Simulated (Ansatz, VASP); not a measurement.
BP: VASP beside Ansatz

```
B P
1.0
     0.00000    2.28775    2.28775
     2.28775    0.00000    2.28775
     2.28775    2.28775    0.00000
B P
1 1
Direct
  0.00000 0.00000 0.00000
  0.75000 0.75000 0.75000
```

Change from the starting cell: volume scaled by 1.025, PAW files.

Alike in both runs: task electric field gradients; functional PBE; k mesh 12 × 12 × 12; occupations fermi-dirac, width 0.08 eV; no spin polarisation.

|  | VASP | Ansatz |
| --- | --- | --- |
| version | VASP 6.6.1 | Ansatz 0.2.0 |
| potentials or method | VASP PAW PBE potentials, release 64 (B, P) | PAW with Ansatz's default frozen-core files, scalar-relativistic |
| plane-wave cutoff (eV) | 520 | 420 |
| valence electrons in the cell | 8 | 8 |

|  | VASP | Ansatz | Ansatz less VASP |
| --- | --- | --- | --- |
| pressure (GPa) | -3.0 | -2.8 | +0.21 |
